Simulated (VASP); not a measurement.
Wanted: the native input for a VASP 6.6.1 run.

```yaml
Task: single point
Functional: PBEsol
Potentials_or_basis: VASP PAW PBE potentials, release 64 (Mn_sv, O)
Cutoff: 700 eV
k_mesh: 6 × 6 × 9
Occupations: fermi-dirac, width 0.05 eV
Spin: collinear spin, ferromagnetic start
Starting_moments: "[4.0, 4.0, 0.0, 0.0, 0.0, 0.0] μB"
Dipole_correction: no
Further_INCAR_settings: ALGO = Normal; EDIFF = 1e-06; NBANDS = 40
```

The structure of MnO2 lies in POSCAR:

```
MnO2
1.0
    4.3708845610      0.0000000000      0.0000000000
    0.0000000000      4.3708845610      0.0000000000
    0.0000000000      0.0000000000      2.8478352264
Mn O
2 4
Direct
    0.5000000000      0.5000000000      0.5000000000
    0.0000000000      0.0000000000      0.0000000000
    0.8049161500      0.1950838500      0.5000000000
    0.6950838500      0.6950838500      0.0000000000
    0.1950838500      0.8049161500      0.5000000000
    0.3049161500      0.3049161500      0.0000000000
```

The input as run:

INCAR

```
SYSTEM = MnO2
  PREC = Accurate
  ENCUT = 700
  EDIFF = 1E-6
  ISMEAR = -1
  SIGMA = 0.05
  LREAL = .False.
  LASPH = .True.
  NELM = 200
  ALGO = Normal
  ISIF = 2
  LWAVE = .False.
  LCHARG = .False.
  ISPIN = 2
  MAGMOM = 4 4 0 0 0 0
  LORBIT = 11
  LMAXMIX = 4
  GGA = PS
  NBANDS = 40
  GGA_COMPAT = .False.
```

KPOINTS

```
Automatic mesh
0
Gamma
  6 6 9
  0 0 0
```

Potentials or basis: VASP PAW PBE potentials, release 64 (Mn_sv, O).

Run with:

```sh
$ cat potpaw_PBE.64/Mn_sv/POTCAR potpaw_PBE.64/O/POTCAR > POTCAR
$ mpirun -np 1 vasp_std > vasp.out
```

Results of the run:

```
Pressure                                              : 1.4 GPa
Largest force                                         : 0.032 eV/Å
Net moment                                            : 5.95 μB per cell
Site moments                                          : Mn +2.56; O +0.10 μB
Valence electrons inside the program's atomic spheres : Mn 12.78; O 5.02
```

Caveat: the PAW data sets were made with another functional, which shifts forces and pressure a little; the run started ferromagnetic, and an antiferromagnetic order may lie lower in energy.

Wall time 3.3 min on 1 thread of Intel(R) Xeon(R) 6975P-C (Granite Rapids) (shared host), peak memory 0.39 GiB.
